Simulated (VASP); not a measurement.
Here is a VASP 6.6.1 calculation.

The input INCAR:

```
  ALGO = Normal
  EDIFF = 1E-7
  ENCUT = 520
  GGA = PE
  ISIF = 2
  ISMEAR = 0
  LASPH = True
  LCHARG = False
  LREAL = False
  LWAVE = False
  NBANDS = 17
  NELM = 60
  PREC = Accurate
  SIGMA = 0.016
```

The input KPOINTS:

```
k-points
0
Gamma
  8 8 8
```

Contents of POSCAR:

```
SnSe
1.0
    0.0000000000      3.0100000000      3.0100000000
    3.0100000000      0.0000000000      3.0100000000
    3.0100000000      3.0100000000      0.0000000000
Sn Se
1 1
Direct
    0.0000000000      0.0000000000      0.0000000000
    0.5000000000      0.5000000000      0.5000000000
```

Potentials or basis: VASP PAW PBE potentials, release 64 (Sn_d, Se).

Launch:

```sh
$ cat potpaw_PBE.64/Sn_d/POTCAR potpaw_PBE.64/Se/POTCAR > POTCAR
$ mpirun -np 1 vasp_std > vasp.out
```

Question: What does it give for the band gap on the k mesh?

Answer: 0.58 eV, direct.

Question: Predict the pressure.

Answer: 0.9 GPa.

Caveat: spin-orbit coupling is left out, which moves the levels of the heavy elements. A k mesh can miss the band edges.
